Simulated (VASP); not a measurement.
# BAs (F-43m) in VASP: a series of runs, part 2 of 3

VASP 6.6.1. The steps go on from the part before.

## 3. Relaxation of cell and atoms, HSE06

The input, POSCAR:

```
BAs
1.0
    0.0000000000      2.3918698983      2.3918698983
    2.3918698983      0.0000000000      2.3918698983
    2.3918698983      2.3918698983      0.0000000000
B As
1 1
Direct
    0.0000000000      0.0000000000      0.0000000000
    0.2500000000      0.2500000000      0.2500000000
```

The input, INCAR.step1:

```
SYSTEM = BAs
  ALGO = Normal
  EDIFF = 1E-5
  ENCUT = 600
  GGA = PE
  ISMEAR = -1
  LASPH = .TRUE.
  LCHARG = .FALSE.
  LREAL = .FALSE.
  LWAVE = .TRUE.
  NBANDS = 11
  NELM = 100
  PREC = Accurate
  SIGMA = 0.02
```

The input, INCAR.step2:

```
SYSTEM = BAs
  ALGO = Normal
  EDIFF = 1E-6
  EDIFFG = -0.005
  ENCUT = 600
  GGA = PE
  HFSCREEN = 0.2079
  IBRION = 2
  ISIF = 3
  ISMEAR = -1
  ISTART = 1
  LASPH = .TRUE.
  LCHARG = .FALSE.
  LHFCALC = .TRUE.
  LREAL = .FALSE.
  LWAVE = .FALSE.
  NELM = 100
  NSW = 80
  PREC = Accurate
  PRECFOCK = Normal
  SIGMA = 0.02
```

The input, KPOINTS:

```
k-points
0
G
  6 6 6
  0 0 0
```

Potentials or basis: VASP PAW PBE potentials, release 64 (B, As).

Started as:

```
$ cat potpaw_PBE.64/B/POTCAR potpaw_PBE.64/As/POTCAR > POTCAR
$ cp INCAR.step1 INCAR
$ mpirun -np 1 vasp_std > vasp.out
$ cp INCAR.step2 INCAR
$ mpirun -np 1 vasp_std > vasp.out
```

OUTCAR:

```text
SYSTEM = BAs
   EDIFF = 1E-6
   EDIFFG = -0.005
   ENCUT = 600
   GGA = PE
   HFSCREEN = 0.2079
   IBRION = 2
   ISIF = 3
   ISMEAR = -1
   ISTART = 1
   LASPH = .TRUE.
   LHFCALC = .TRUE.
   LREAL = .FALSE.
   NELM = 100
   NSW = 80
   PREC = Accurate
   PRECFOCK = Normal

 ion  position               nearest neighbor table
   1  0.000  0.000  0.000-   2 2.07   2 2.07   2 2.07   2 2.07
   2  0.250  0.250  0.250-   1 2.07   1 2.07   1 2.07   1 2.07

  LATTYP: Found a face centered cubic cell.
 ALAT       =     4.7837397966

  Lattice vectors:

 A1 = (   0.0000000000,   2.3918698983,   2.3918698983)
 A2 = (   2.3918698983,   0.0000000000,   2.3918698983)
 A3 = (   2.3918698983,   2.3918698983,   0.0000000000)

Analysis of symmetry for initial positions (statically):
=====================================================================
 Subroutine PRICEL returns:
 Original cell was already a primitive cell.

 Routine SETGRP: Setting up the symmetry group for a
 face centered cubic supercell.

 Subroutine GETGRP returns: Found 24 space group operations
 (whereof 24 operations were pure point group operations)
 out of a pool of 48 trial point group operations.

The static configuration has the point symmetry T_d .

Analysis of symmetry for dynamics (positions and initial velocities):
=====================================================================
 Subroutine PRICEL returns:
 Original cell was already a primitive cell.

 Routine SETGRP: Setting up the symmetry group for a
 face centered cubic supercell.

 Subroutine GETGRP returns: Found 24 space group operations
 (whereof 24 operations were pure point group operations)
 out of a pool of 48 trial point group operations.

The dynamic configuration has the point symmetry T_d .

[... 103 lines left out ...]
   EFERMI =   0.00;   METHOD = LEGACY
   ISMEAR =    -1;   SIGMA  =   0.02  broadening in eV -4-tet -1-fermi 0-gaus
   EFERMI_NEDOS =   21; number of points for ismear=-14 and -15
   IALGO  =     38    algorithm
   IMIX   =      1    mixing-type and parameters
     AMIX     =   0.40;   BMIX     =  1.00
     AMIX_MAG =   1.60;   BMIX_MAG =  1.00
  volume/ion in A,a.u.               =      13.68        92.34
  Fermi-wavevector in a.u.,A,eV,Ry     =   1.086486  2.053160 16.061008  1.180451
  Thomas-Fermi vector in A             =   2.222623
   LORBIT       =      0    0 simple, 1 ext, 2 COOP (PROOUT), +10 PAW based schemes
   GGA     = PE    functional components
   LHFCALC =     T    Hartree Fock is set to
   PRECFOCK=normal    Normal, Fast or Accurate (Low or Medium for compatibility)
   ENCUT4O =  -1.0   cutoff for four orbital integrals eV
   NKREDX  =     1    reduce k-point grid by
   NKREDY  =     1    reduce k-point grid by
   NKREDZ  =     1    reduce k-point grid by
   AEXX    =    0.2500 exact exchange contribution
   HFSCREEN=    0.2079 screening length (either q_TF or 0.3 A-1)
   HFSCREENC=   0.2079 screening length for correlation (either q_TF or 0.3 A-1)
   ENCUTFOCK=  -1.0 apply spherical cutoff to Coloumb kernel
   IVDW    =     0    specifies the selected vdW correction
   LEPSILON=     F    determine dielectric tensor
   LRPA    =     F    only Hartree local field effects (RPA)
 conjugate gradient relaxation of ions
 non-spin polarized calculation
  energy-cutoff  :      600.00
  volume of cell :       27.37
 maximum number of plane-waves:       941
  NGX = 24; NGY = 24; NGZ = 24

--------------------------------------- Ionic step        1  -------------------------------------------

 number of electron       8.0000000 magnetization

 Free energy of the ion-electron system (eV)
  ---------------------------------------------------
  ext. energy  EPLUGINS =         0.00000000
  ---------------------------------------------------
  free energy    TOTEN  =       -13.24305463 eV

  energy without entropy =      -13.24305463  energy(sigma->0) =      -13.24305463

------------------------ aborting loop because EDIFF is reached ----------------------------------------

  FORCE on cell =-STRESS in cart. coord.  units (eV):
  Direction    XX          YY          ZZ          XY          YZ          ZX
  --------------------------------------------------------------------------------------
  -------------------------------------------------------------------------------------
  Total       -0.2016964     -0.2016964     -0.2016964     -0.0000000     -0.0000000      0.0000000
  in kB      -11.8077194    -11.8077194    -11.8077194     -0.0000000     -0.0000000      0.0000000
  external PRESSURE =     -11.8077194 kB  Pullay stress =       0.0000000 kB
[... 59 lines left out ...]
--------------------------------------- Ionic step        3  -------------------------------------------

 number of electron       8.0000000 magnetization

 Free energy of the ion-electron system (eV)
  ---------------------------------------------------
  ext. energy  EPLUGINS =         0.00000000
  ---------------------------------------------------
  free energy    TOTEN  =       -13.24386960 eV

  energy without entropy =      -13.24386960  energy(sigma->0) =      -13.24386960

 E-fermi :   6.1715     XC(G=0):  -8.7729

 val. band max:        5.7562186613   @ k =   0.0000   0.0000   0.0000
 cond. band min:       7.6995105073   @ k =   0.3333   0.3333   0.0000
 fundamental gap:      1.9432918460
 Fermi energy:         6.1715167668

 k-point     1 :       0.0000    0.0000    0.0000
  band No.  band energies     occupation
      1     -11.2337      2.00000
      2       5.7562      2.00000
      3       5.7562      2.00000
      4       5.7562      2.00000
      5       9.8749      0.00000
      6       9.8749      0.00000
      7       9.8749      0.00000
      8      11.6852      0.00000
[... 192 lines left out ...]
  FREE ENERGIE OF THE ION-ELECTRON SYSTEM (eV)
  ---------------------------------------------------
  free  energy   TOTEN  =       -13.2438696041 eV

  energy  without entropy=      -13.2438696041  energy(sigma->0) =      -13.24386960

 reached required accuracy - stopping structural energy minimisation
```

Wall time 18 min (1 thread of AMD EPYC 9R45 (Zen 5), shared host); peak memory 0.25 GiB.

Results:

| Property | Result |
| --- | --- |
| Free energy | -13.2439 eV |
| Relaxed volume | 13.57 Å³/atom |
| Relaxed cell | a = 3.374 Å, b = 3.374 Å, c = 3.374 Å, α = 60.00°, β = 60.00°, γ = 60.00° |
| Space group after relaxing (to 0.1 Å) | F-43m (No. 216) |
| Energy gained by relaxing | 0.4 meV/atom |
| Ionic steps | 3 |
| Pressure after relaxing | 0.0 GPa |
| Band gap on the k mesh | 1.94 eV (least direct gap 4.12 eV) |

Step by step:
```csv
step,energy change (eV),largest force (eV/Å),pressure (GPa),volume (Å³)
1,0.0000,0.0000,-1.18,27.37
2,-0.0003,0.0000,0.96,26.97
3,-0.0008,0.0000,0.02,27.15
```

Final structure:
```yaml
crystal:
  lattice:
    - [0.00000, 2.38546, 2.38546]
    - [2.38546, 0.00000, 2.38546]
    - [2.38546, 2.38546, 0.00000]
  atoms:
    - { symbol: B, position: [0.00000, 0.00000, 0.00000] }
    - { symbol: As, position: [0.25000, 0.25000, 0.25000] }
```

Caveat: the PAW data sets were made with another functional, which shifts forces and pressure a little. A k mesh can miss the band edges.

## 4. Single point, HSE06

POSCAR is that of step 3.

The input, INCAR.step1:

```
SYSTEM = BAs
PREC = Accurate ; ENCUT = 520
EDIFF = 1E-5 ; ISMEAR = 0
SIGMA = 0.01 ; LREAL = .False.
LASPH = .True. ; NELM = 60
ALGO = Normal ; ISIF = 2
LWAVE = .True. ; LCHARG = .False.
GGA = PE ; NBANDS = 11
```

The input, INCAR.step2:

```
SYSTEM = BAs
PREC = Accurate ; ENCUT = 520
EDIFF = 1E-6 ; ISMEAR = 0
SIGMA = 0.01 ; LREAL = .False.
LASPH = .True. ; NELM = 60
ALGO = Normal ; ISIF = 2
LWAVE = .False. ; LCHARG = .False.
GGA = PE ; LHFCALC = .True.
HFSCREEN = 0.2079 ; PRECFOCK = Normal
ISTART = 1 ; NBANDS = 11
```

The input, KPOINTS:

```
Automatic mesh
0
Gamma
  6 6 6
  0 0 0
```

Started as:

```
$ cat potpaw_PBE.64/B/POTCAR potpaw_PBE.64/As/POTCAR > POTCAR
$ cp INCAR.step1 INCAR
$ mpirun -np 1 vasp_std > vasp.out
$ cp INCAR.step2 INCAR
$ mpirun -np 1 vasp_std > vasp.out
```

It took 4.9 min on 1 thread of Intel Xeon 6975P-C (Granite Rapids), shared host; peak memory 0.27 GiB.

It converged, with:

| Item | Value |
| --- | --- |
| Free energy | -13.2420 eV |
| Pressure | -1.2 GPa |
| Band gap on the k mesh | 1.95 eV (least direct gap 4.11 eV) |

Levels at points of the mesh, in eV from the valence-band top:
```csv
k point,band 1,band 2,band 3,band 4,band 5,band 6,band 7,band 8
"(0.00, 0.00, 0.00)",-16.91,0.00,0.00,0.00,4.11,4.11,4.11,5.82
"(0.50, 0.00, 0.00)",-13.74,-9.66,-1.98,-1.98,3.54,5.69,5.69,10.01
"(0.50, 0.50, 0.00)",-12.24,-9.46,-4.44,-4.44,2.08,2.15,12.90,12.90
```

Caveat: the PAW data sets were made with another functional, which shifts forces and pressure a little.

(Continued in part 3 of 3.)
